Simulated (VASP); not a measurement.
Here is a VASP 6.6.1 calculation.

The input INCAR:

```
  PREC = Accurate
  ENCUT = 520
  EDIFF = 1E-6
  ISMEAR = 0
  SIGMA = 0.05
  LREAL = False
  LASPH = True
  NELM = 100
  ALGO = Normal
  ISIF = 2
  LWAVE = False
  LCHARG = False
  GGA = PE
  NBANDS = 35
```

File KPOINTS:

```
Automatic mesh
0
Gamma
  6 6 8
```

File POSCAR:

```
SnO2
1.0
    4.8277049961      0.0000000000      0.0000000000
    0.0000000000      4.8277049961      0.0000000000
    0.0000000000      0.0000000000      3.2379909406
Sn O
2 4
Direct
   -0.0414275520      0.0000000000     -0.0308833477
    0.5000000000      0.5000000000      0.5000000000
    0.3066050863      0.3066050863      0.0000000000
    0.1933949137      0.8066050863      0.5000000000
    0.6933949137      0.6933949137      0.0000000000
    0.8066050863      0.1933949137      0.5000000000
```

Potentials or basis: VASP PAW PBE potentials, release 64 (Sn_d, O).

Command:

```sh
$ cat potpaw_PBE.64/Sn_d/POTCAR potpaw_PBE.64/O/POTCAR > POTCAR
$ mpirun -np 1 vasp_std > vasp.out
```

Q: What does it give for the largest force?

A: 4.735 eV/Å.

Q: Estimate the band gap on the k mesh.

A: 0.37 eV.

Forces in eV/Å, atoms in the order of the input:
```
Sn   4.285 -0.334  1.986
Sn  -1.729 -0.004 -0.014
O   -0.122 -0.307 -0.059
O   -0.675  0.454 -0.374
O   -0.701 -0.936  0.031
O   -1.059  1.128 -1.570
```

Caveat: the cell differs from its parent crystal (atom 1 (Sn) moved by (-0.200, -0.100) A along x and z); spin-orbit coupling is left out, which moves the levels of the heavy elements; forces of over 1 eV/Å act on the atoms, so gaps and moduli don't describe the material at rest.
